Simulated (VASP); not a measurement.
TiB2: single point with PBE+D3(BJ)

The system is TiB2.

```
Ti B
1.0
     3.00403    0.00000    0.00000
    -1.50202    2.60157    0.00000
     0.00000    0.00000    3.18098
Ti B
1 2
Direct
  0.00000 0.00000 0.00000
  0.33333 0.66667 0.50000
  0.66667 0.33333 0.50000
```

```
Program                : VASP 6.6.1
Task                   : single point
Functional             : PBE
Dispersion             : D3(BJ)
Potentials or basis    : VASP PAW PBE potentials, release 64 (Ti_sv, B)
Cutoff                 : 520 eV
k mesh                 : 15 × 15 × 14
Occupations            : gaussian, width 0.1 eV
Spin                   : no spin polarisation
Dipole correction      : no
Further INCAR settings : ALGO = Normal; EDIFF = 1e-06; NBANDS = 16
```

```yaml
Pressure: 0.2 GPa
Band_gap_on_the_k_mesh: zero (bands 9 and 10 overlap by 0.63 eV)
Dispersion_energy_per_atom: -0.433 eV
```

Levels at points of the mesh, in eV from the Fermi level:
```csv
k point,band 6,band 7,band 8,band 9,band 10,band 11,band 12,band 13
"(0.00, 0.00, 0.00)",-2.74,-2.74,-2.29,-2.20,1.96,1.96,3.81,3.81
"(0.00, 0.00, 0.50)",-7.76,-0.61,-0.61,-0.25,-0.25,0.43,0.43,1.77
```

Run time: 33 s on 1 thread of Intel(R) Xeon(R) Platinum 8488C (Sapphire Rapids) (shared host), peak memory 0.22 GiB.
